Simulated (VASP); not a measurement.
# Mo (Im-3m) in VASP: further runs

Mo is run at these levels: PBE; tasks: relaxation of cell and atoms, single point.

Program: VASP 6.6.1. These are calculated values, not measurements. Logs are shortened: lines on timing, memory, paths and dates and some standing lists are left out, and cuts for length are marked.

## (1) The cell of the first run

The structure is cubic, space group Im-3m (No. 229). The conventional cell has a = 3.147 Å, b = 3.147 Å, c = 3.147 Å, α = 90.00°, β = 90.00°, γ = 90.00°. Mo (site symmetry m-3m) has 14 Mo at 2.73 to 3.15 Å within 3.6 Å.

## (2) Relaxation of cell and atoms, PBE

File INCAR:

```
SYSTEM = Mo
ALGO = Normal
EDIFF = 1E-7
EDIFFG = -0.005
ENCUT = 600
GGA = PE
IBRION = 2
ISIF = 3
ISMEAR = 0
LASPH = .True.
LCHARG = .False.
LREAL = .False.
LWAVE = .False.
NELM = 80
NSW = 100
PREC = Accurate
SIGMA = 0.1
```

File KPOINTS:

```
k-points
0
Gamma
  18 18 18
  0 0 0
```

File POSCAR:

```
Mo
1.0
   -1.5734150000      1.5734150000      1.5734150000
    1.5734150000     -1.5734150000      1.5734150000
    1.5734150000      1.5734150000     -1.5734150000
Mo
1
Direct
    0.0000000000      0.0000000000      0.0000000000
```

Potentials or basis: VASP PAW PBE potentials, release 64 (Mo_sv).

Started as:

```console
$ cat potpaw_PBE.64/Mo_sv/POTCAR > POTCAR
$ mpirun -np 1 vasp_std > vasp.out
```

OUTCAR:

```text
SYSTEM = Mo
   EDIFF = 1E-7
   EDIFFG = -0.005
   ENCUT = 600
   GGA = PE
   IBRION = 2
   ISIF = 3
   ISMEAR = 0
   LASPH = .True.
   LREAL = .False.
   NELM = 80
   NSW = 100
   PREC = Accurate

 ion  position               nearest neighbor table
   1  0.000  0.000  0.000-

  LATTYP: Found a body centered cubic cell.
 ALAT       =     3.1468300000

  Lattice vectors:

 A1 = (  -1.5734150000,   1.5734150000,   1.5734150000)
 A2 = (   1.5734150000,  -1.5734150000,   1.5734150000)
 A3 = (   1.5734150000,   1.5734150000,  -1.5734150000)

Analysis of symmetry for initial positions (statically):
=====================================================================
 Subroutine PRICEL returns:
 Original cell was already a primitive cell.

 Routine SETGRP: Setting up the symmetry group for a
 body centered cubic supercell.

 Subroutine GETGRP returns: Found 48 space group operations
 (whereof 48 operations were pure point group operations)
 out of a pool of 48 trial point group operations.

The static configuration has the point symmetry O_h .

Analysis of symmetry for dynamics (positions and initial velocities):
=====================================================================
 Subroutine PRICEL returns:
 Original cell was already a primitive cell.

 Routine SETGRP: Setting up the symmetry group for a
 body centered cubic supercell.

 Subroutine GETGRP returns: Found 48 space group operations
 (whereof 48 operations were pure point group operations)
 out of a pool of 48 trial point group operations.

The dynamic configuration has the point symmetry O_h .

 Subroutine INISYM returns: Found 48 space group operations
 (whereof 48 operations are pure point group operations),
 and found     1 'primitive' translations

----------------------------------------------------------------------------------------

                                     Primitive cell

  volume of cell :      15.5808

  direct lattice vectors                    reciprocal lattice vectors
    -1.573415000  1.573415000  1.573415000     0.000000000  0.317780115  0.317780115
     1.573415000 -1.573415000  1.573415000     0.317780115  0.000000000  0.317780115
     1.573415000  1.573415000 -1.573415000     0.317780115  0.317780115  0.000000000

  length of vectors
     2.725234721  2.725234721  2.725234721     0.449408949  0.449408949  0.449408949

  position of ions in fractional coordinates (direct lattice)
     0.000000000  0.000000000  0.000000000

  ion indices of the primitive-cell ions
   primitive index   ion index
                 1           1

----------------------------------------------------------------------------------------

 KPOINTS: k-points

Automatic generation of k-mesh.
 Grid dimensions read from file:
 generate k-points for:   18   18   18

 Generating k-lattice:

  Cartesian coordinates                     Fractional coordinates (reciprocal lattice)
     0.000000000  0.017654451  0.017654451     0.055555556  0.000000000  0.000000000
     0.017654451  0.000000000  0.017654451     0.000000000  0.055555556  0.000000000
     0.017654451  0.017654451  0.000000000     0.000000000  0.000000000  0.055555556

  Length of vectors
     0.024967164  0.024967164  0.024967164

  Shift w.r.t. Gamma in fractional coordinates (k-lattice)
     0.000000000  0.000000000  0.000000000

 Subroutine IBZKPT returns following result:
 ===========================================

 Found    195 irreducible k-points:

 Following reciprocal coordinates:
            Coordinates               Weight
  0.000000  0.000000  0.000000      1.000000
  0.055556  0.000000  0.000000     12.000000
  0.111111  0.000000  0.000000     12.000000
  0.166667  0.000000  0.000000     12.000000
  0.222222  0.000000  0.000000     12.000000
  0.277778  0.000000  0.000000     12.000000
[... 16 lines left out ...]
  0.333333  0.111111 -0.000000     48.000000
  0.388889  0.111111  0.000000     48.000000
 [... further k-points ...]
   k-points           NKPTS =    195   k-points in BZ     NKDIM =    195   number of bands    NBANDS=     11
   number of dos      NEDOS =    301   number of ions     NIONS =      1
   total plane-waves  NPLWV =  13824
   dimension x,y,z NGX =    24 NGY =   24 NGZ =   24
   dimension x,y,z NGXF=    48 NGYF=   48 NGZF=   48
   ions per type =               1
   NGX,Y,Z   is equivalent  to a cutoff of  14.64, 14.64, 14.64 a.u.
   NGXF,Y,Z  is equivalent  to a cutoff of  29.28, 29.28, 29.28 a.u.
 SYSTEM =  Mo
   PREC   = accura    normal or accurate (medium, high low for compatibility)
   ISTART =      0    job   : 0-new  1-cont  2-samecut
   ICHARG =      2    charge: 1-file 2-atom 10-const
   ISPIN  =      1    spin polarized calculation?
   LNONCOLLINEAR =      F non collinear calculations
   LSORBIT =      F    spin-orbit coupling
   LASPH  =      T    aspherical Exc in radial PAW
   ENCUT  =  600.0 eV  44.10 Ry    6.64 a.u.   5.44  5.44  5.44*2*pi/ulx,y,z
   NELM   =     80;   NELMIN=  2; NELMDL= -5     # of ELM steps
   EDIFF  = 0.1E-06   stopping-criterion for ELM
   LREAL  =      F    real-space projection
   EDIFFG = -.5E-02   stopping-criterion for IOM
   NSW    =    100    number of steps for IOM
   IBRION =      2    ionic relax: 0-MD 1-quasi-New 2-CG
   NFREE  =      1    steps in history (QN), initial steepest desc. (CG)
   ISIF   =      3    stress and relaxation
   ISYM   =      2    0-nonsym 1-usesym 2-fastsym
   POTIM  = 0.5000    time-step for ionic-motion
   TEBEG  =    0.0;   TEEND  =   0.0 temperature during run
   PSTRESS=    0.0 pullay stress
   NELECT =      14.0000    total number of electrons
   NUPDOWN=      -1.0000    fix difference up-down
   EMIN   =  10.00;   EMAX   =-10.00  energy-range for DOS
   EFERMI =   0.00;   METHOD = LEGACY
   ISMEAR =     0;   SIGMA  =   0.10  broadening in eV -4-tet -1-fermi 0-gaus
   EFERMI_NEDOS =   21; number of points for ismear=-14 and -15
   IALGO  =     38    algorithm
   IMIX   =      4    mixing-type and parameters
     AMIX     =   0.40;   BMIX     =  1.00
     AMIX_MAG =   1.60;   BMIX_MAG =  1.00
  volume/ion in A,a.u.               =      15.58       105.14
  Fermi-wavevector in a.u.,A,eV,Ry     =   1.579747  2.985289 33.954710  2.495601
  Thomas-Fermi vector in A             =   2.680079
   LORBIT       =      0    0 simple, 1 ext, 2 COOP (PROOUT), +10 PAW based schemes
   GGA     = PE    functional components
   LHFCALC =     F    Hartree Fock is set to
   AEXX    =    0.0000 exact exchange contribution
   IVDW    =     0    specifies the selected vdW correction
   LEPSILON=     F    determine dielectric tensor
   LRPA    =     F    only Hartree local field effects (RPA)
 conjugate gradient relaxation of ions
 non-spin polarized calculation
 Gauss-broadening in eV      SIGMA  =   0.10
  energy-cutoff  :      600.00
  volume of cell :       15.58
 maximum number of plane-waves:       537
 NGX is ok and might be reduce to    24
   NGX = 11   NGY = 11   NGZ = 11

--------------------------------------- Ionic step        1  -------------------------------------------

 number of electron      14.0000002 magnetization

 Free energy of the ion-electron system (eV)
  ---------------------------------------------------
  ext. energy  EPLUGINS =         0.00000000
  ---------------------------------------------------
  free energy    TOTEN  =       -10.93214378 eV

  energy without entropy =      -10.92965156  energy(sigma->0) =      -10.93089767

------------------------ aborting loop because EDIFF is reached ----------------------------------------

  FORCE on cell =-STRESS in cart. coord.  units (eV):
  Direction    XX          YY          ZZ          XY          YZ          ZX
  --------------------------------------------------------------------------------------
  -------------------------------------------------------------------------------------
  Total        0.3778435      0.3778435      0.3778435      0.0000000      0.0000000      0.0000000
  in kB       38.8537275     38.8537275     38.8537275      0.0000000      0.0000000      0.0000000
  external PRESSURE =      38.8537275 kB  Pullay stress =       0.0000000 kB

 VOLUME and BASIS-vectors are now :
 -----------------------------------------------------------------------------
  energy-cutoff  :      600.00
  volume of cell :       15.58
      direct lattice vectors                 reciprocal lattice vectors
    -1.573415000  1.573415000  1.573415000     0.000000000  0.317780115  0.317780115
     1.573415000 -1.573415000  1.573415000     0.317780115  0.000000000  0.317780115
     1.573415000  1.573415000 -1.573415000     0.317780115  0.317780115  0.000000000
[... 71 lines left out ...]
 POSITION                                       TOTAL-FORCE (eV/Angst)
 -----------------------------------------------------------------------------------
     -0.00000      0.00000      0.00000        -0.000000      0.000000     -0.000000
 -----------------------------------------------------------------------------------
    total drift:                                0.000000      0.000000     -0.000000

  FREE ENERGIE OF THE ION-ELECTRON SYSTEM (eV)
  ---------------------------------------------------
  free  energy   TOTEN  =       -10.9348515537 eV

  energy  without entropy=      -10.9321780951  energy(sigma->0) =      -10.93351482

--------------------------------------- Ionic step        4  -------------------------------------------

 number of electron      14.0000002 magnetization

 Free energy of the ion-electron system (eV)
  ---------------------------------------------------
  ext. energy  EPLUGINS =         0.00000000
  ---------------------------------------------------
  free energy    TOTEN  =       -10.93485221 eV

  energy without entropy =      -10.93218240  energy(sigma->0) =      -10.93351730

 E-fermi :  12.4322     XC(G=0): -13.3277

 val. band max:       12.4111020575   @ k =   0.3889   0.1111   0.0000
 cond. band min:      12.4363303670   @ k =  -0.3889   0.4444   0.2778
 fundamental gap:      0.0252283096
 Fermi energy:        12.4321630825

 k-point     1 :       0.0000    0.0000    0.0000
  band No.  band energies     occupation
      1     -48.8646      2.00000
      2     -22.1567      2.00000
      3     -22.1567      2.00000
      4     -22.1567      2.00000
      5       5.2166      2.00000
      6      11.0720      2.00000
      7      11.0720      2.00000
      8      11.0720      2.00000
      9      14.0567      0.00000
     10      14.0567      0.00000
     11      27.2303      0.00000

 k-point     2 :       0.0556    0.0000    0.0000
  band No.  band energies     occupation
      1     -48.8572      2.00000
      2     -22.2004      2.00000
      3     -22.1702      2.00000
      4     -22.1571      2.00000
      5       5.3522      2.00000
      6      10.9958      2.00000
      7      11.0600      2.00000
      8      11.1984      2.00000
      9      13.9433      0.00000
     10      14.0586      0.00000
     11      27.3319      0.00000
[... 295 lines left out ...]
 k-point    24 :       0.3889    0.1111    0.0000
  band No.  band energies     occupation
      1     -48.6116      2.00000
      2     -23.4242      2.00000
      3     -22.6257      2.00000
      4     -22.2261      2.00000
      5       7.5648      2.00000
      6       9.2200      2.00000
      7      12.4111      1.23418
      8      13.9566      0.00000
      9      15.0724      0.00000
     10      17.7234      0.00000
     11      23.9794      0.00000

 [... further k-points ...]

------------------------ aborting loop because EDIFF is reached ----------------------------------------

  FORCE on cell =-STRESS in cart. coord.  units (eV):
  Direction    XX          YY          ZZ          XY          YZ          ZX
  --------------------------------------------------------------------------------------
  -------------------------------------------------------------------------------------
  Total        0.0022260      0.0022260      0.0022260      0.0000000      0.0000000     -0.0000000
  in kB        0.2256304      0.2256304      0.2256304      0.0000000      0.0000000     -0.0000000
  external PRESSURE =       0.2256304 kB  Pullay stress =       0.0000000 kB

 VOLUME and BASIS-vectors are now :
 -----------------------------------------------------------------------------
  energy-cutoff  :      600.00
  volume of cell :       15.81
      direct lattice vectors                 reciprocal lattice vectors
    -1.580976014  1.580976014  1.580976014     0.000000000  0.316260333  0.316260333
     1.580976014 -1.580976014  1.580976014     0.316260333  0.000000000  0.316260333
     1.580976014  1.580976014 -1.580976014     0.316260333  0.316260333  0.000000000

 POSITION                                       TOTAL-FORCE (eV/Angst)
 -----------------------------------------------------------------------------------
     -0.00000      0.00000      0.00000         0.000000      0.000000      0.000000
 -----------------------------------------------------------------------------------
    total drift:                                0.000000      0.000000      0.000000

  FREE ENERGIE OF THE ION-ELECTRON SYSTEM (eV)
  ---------------------------------------------------
  free  energy   TOTEN  =       -10.9348522130 eV

  energy  without entropy=      -10.9321823951  energy(sigma->0) =      -10.93351730

 reached required accuracy - stopping structural energy minimisation
```

Run time: 50 s. Hardware: 1 thread of Intel Xeon Platinum 8488C (Sapphire Rapids), shared host; peak memory 0.18 GiB.

Results:

```
Free energy                            : -10.9349 eV
Relaxed volume                         : 15.81 Å³/atom
Relaxed cell                           : a = 2.738 Å, b = 2.738 Å, c = 2.738 Å, α = 109.47°, β = 109.47°, γ = 109.47°
Space group after relaxing (to 0.05 Å) : Im-3m (No. 229)
Energy gained by relaxing              : 2.7 meV/atom
Ionic steps                            : 4
Pressure after relaxing                : 0.0 GPa
Band gap on the k mesh                 : zero (band 7 reaches 16.33 eV, above the bottom of band 8 at 11.07 eV)
```

Step by step:
```csv
step,energy change (eV),largest force (eV/Å),pressure (GPa),volume (Å³)
1,0.0000,0.0000,3.89,15.58
2,0.0169,0.0000,-9.47,16.45
3,-0.0027,0.0000,-0.05,15.81
4,-0.0027,0.0000,0.02,15.81
```

Final structure:
```
Mo
1.0
    -1.58098    1.58098    1.58098
     1.58098   -1.58098    1.58098
     1.58098    1.58098   -1.58098
Mo
1
Direct
  0.00000 0.00000 0.00000
```

Levels at points of the mesh, in eV from the Fermi level:
```
           k point  band 3  band 4  band 5  band 6  band 7  band 8  band 9  band 10  band 11
(0.00, 0.00, 0.00)  -34.59  -34.59   -7.22   -1.36   -1.36   -1.36    1.62     1.62    14.80
(0.50, 0.00, 0.00)  -35.02  -34.60   -5.27   -3.37    1.57    1.65    2.27     4.65    11.46
(0.50, 0.50, 0.50)  -35.52  -35.52   -5.37   -5.37    3.90    3.90    3.90     8.96     8.96
```

PBE usually gives volumes a little too large and moduli too small. Zero-point motion and thermal expansion aren't in these numbers.

## (3) Single point, PBE

This run uses another cell than the first one, of 15.78 Å³/atom, 1.013 times its volume.

File INCAR:

```
SYSTEM = Mo
ALGO     = Normal         ! electronic algorithm
EDIFF    = 1E-7           ! SCF threshold, eV
ENCUT    = 520            ! plane-wave cutoff, eV
GGA      = PE             ! functional
ISIF     = 2              ! what is computed and relaxed
ISMEAR   = 0              ! smearing method
LASPH    = .True.         ! aspherical terms in the spheres
LCHARG   = .False.        ! write CHGCAR
LREAL    = .False.        ! projectors in reciprocal space
LWAVE    = .False.        ! write WAVECAR
NBANDS   = 13             ! bands
NELM     = 80             ! most SCF steps
PREC     = Accurate       ! precision mode
SIGMA    = 0.1            ! smearing width, eV
```

KPOINTS is that of step 2.

File POSCAR:

```
Mo
1.0
   -1.5802206811      1.5802206811      1.5802206811
    1.5802206811     -1.5802206811      1.5802206811
    1.5802206811      1.5802206811     -1.5802206811
Mo
1
Direct
    0.0000000000      0.0000000000      0.0000000000
```

Potentials or basis: VASP PAW PBE potentials, release 64 (Mo_sv).

Started as:

```console
$ cat potpaw_PBE.64/Mo_sv/POTCAR > POTCAR
$ mpirun -np 1 vasp_std > vasp.out
```

Wall time 12 s (1 thread of Intel Xeon 6975P-C (Granite Rapids), shared host); peak memory 0.15 GiB.

The run converged. Its results:

* Free energy: -10.9350 eV
* Pressure: 0.5 GPa
* Band gap on the k mesh: zero (band 7 reaches 16.36 eV, above the bottom of band 8 at 11.09 eV)

Levels at points of the mesh, in eV from the Fermi level:
| k point | band 3 | band 4 | band 5 | band 6 | band 7 | band 8 | band 9 | band 10 | band 11 | band 12 |
| --- | --- | --- | --- | --- | --- | --- | --- | --- | --- | --- |
| (0.00, 0.00, 0.00) | -34.59 | -34.59 | -7.22 | -1.36 | -1.36 | -1.36 | 1.63 | 1.63 | 14.80 | 14.80 |
| (0.50, 0.00, 0.00) | -35.02 | -34.60 | -5.28 | -3.37 | 1.57 | 1.65 | 2.27 | 4.66 | 11.48 | 11.92 |
| (0.50, 0.50, 0.50) | -35.52 | -35.52 | -5.38 | -5.38 | 3.91 | 3.91 | 3.91 | 8.97 | 8.97 | 8.97 |

## (4) Single point, PBE (volume scaled by 0.88)

File INCAR:

```
SYSTEM = Mo
PREC = Accurate
ENCUT = 500
EDIFF = 1E-6
ISMEAR = 0
SIGMA = 0.1
LREAL = .False.
LASPH = .True.
NELM = 120
ALGO = Normal
ISIF = 2
LWAVE = .False.
LCHARG = .True.
GGA = PE
LELF = .True.
LVHAR = .True.
NBANDS = 13
GGA_COMPAT = .False.
```

File KPOINTS:

```
Automatic mesh
0
Gamma
  18 18 18
  0 0 0
```

File POSCAR:

```
Mo
1.0
   -1.5143001501      1.5143001501      1.5143001501
    1.5143001501     -1.5143001501      1.5143001501
    1.5143001501      1.5143001501     -1.5143001501
Mo
1
Direct
    0.0000000000      0.0000000000      0.0000000000
```

Started as:

```console
$ cat potpaw_PBE.64/Mo_sv/POTCAR > POTCAR
$ mpirun -np 1 vasp_std > vasp.out
```

It took 15 s on 1 thread of Intel Xeon 6975P-C, shared host; peak memory 0.15 GiB.

The run converged. Its results:

| Property | Result |
| --- | --- |
| Free energy | -10.6950 eV |
| Pressure | 44.7 GPa |
| Band gap on the k mesh | zero (band 7 reaches 19.28 eV, above the bottom of band 8 at 12.97 eV) |

Levels at points of the mesh, in eV from the Fermi level:
```tsv
k point	band 4	band 5	band 6	band 7	band 8	band 9	band 10	band 11
(0.00, 0.00, 0.00)	-34.32	-7.62	-1.66	-1.66	-1.66	1.83	1.83	14.93
(0.50, 0.00, 0.00)	-34.34	-6.12	-4.06	1.94	2.12	2.67	5.58	12.14
(0.50, 0.50, 0.50)	-35.68	-6.47	-6.47	4.65	4.65	4.65	10.01	10.01
```

Caveat: the cell differs from its parent crystal (volume scaled by 0.88).

## (5) Summary

```csv
task,cell,cutoff (eV),gap on the mesh (eV),pressure (GPa)
relaxation of cell and atoms,"relaxed from a = 2.725 Å, angles 109.5°, 1 atom",600,none,0.0
single point,"a = 2.737 Å, angles 109.5°, 1 atom",520,none,0.5
single point,"a = 2.623 Å, angles 109.5°, 1 atom",500,none,44.7
```

Alike in all rows: level PBE; potentials or basis VASP PAW PBE potentials, release 64 (Mo_sv); no spin polarisation; k mesh 18 × 18 × 18; smearing gaussian 0.1 eV.

Total energies depend on the potentials used, so only differences within one code and one set of settings carry meaning.
